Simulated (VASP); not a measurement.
Input of a VASP 6.6.1 run:

INCAR

```
ALGO     = Normal         # electronic algorithm
EDIFF    = 1E-6           # SCF threshold, eV
ENCUT    = 520            # plane-wave cutoff, eV
GGA      = PE             # functional
ISIF     = 2              # what is computed and relaxed
ISMEAR   = 0              # smearing method
IVDW     = 12             # dispersion correction
LASPH    = T              # aspherical terms in the spheres
LCHARG   = F              # write CHGCAR
LREAL    = F              # projectors in reciprocal space
LWAVE    = F              # write WAVECAR
NBANDS   = 35             # bands
NELM     = 100            # most SCF steps
PREC     = Accurate       # precision mode
SIGMA    = 0.05           # smearing width, eV
```

The input KPOINTS:

```
k-points
0
Gamma
  9 9 2
```

POSCAR

```
WSe2
1.0
    3.2790216039      0.0000000000      0.0000000000
   -1.6395108019      2.8397160085      0.0000000000
    0.0000000000      0.0000000000     12.7878979243
W Se
2 4
Direct
    0.2347319242      0.4694638484      0.2500000000
    0.6666666667      0.3333333333      0.7500000000
    0.3333333333      0.6666666667      0.6182859564
    0.6666666667      0.3333333333      0.1182859564
    0.3333333333      0.6666666667      0.8817140436
    0.6666666667      0.3333333333      0.3817140436
```

Potentials or basis: VASP PAW PBE potentials, release 64 (W_sv, Se).

Command:

```bash
$ cat potpaw_PBE.64/W_sv/POTCAR potpaw_PBE.64/Se/POTCAR > POTCAR
$ mpirun -np 1 vasp_std > vasp.out
```

Predict the largest force.

5.901 eV/Å.

Predict the dispersion energy per atom.

-0.476 eV.

Predict the band gap on the k mesh.

0.25 eV (least direct gap 0.68 eV).

Predict the pressure.

6.1 GPa.

Stress tensor (GPa, compression positive):
```
 8.46  0.00  0.00
 0.00 -1.59  0.00
 0.00  0.00 11.33
```

Caveat: the cell differs from its parent crystal (atom 1 (W) moved by -0.000 Å along [1 0 0] and -0.560 Å along [1 2 0]); the stress differs along the axes, from -2 to 11 GPa; spin-orbit coupling is left out, which moves the levels of the heavy elements; forces of over 1 eV/Å act on the atoms, so gaps and moduli don't describe the material at rest. A k mesh can miss the band edges.
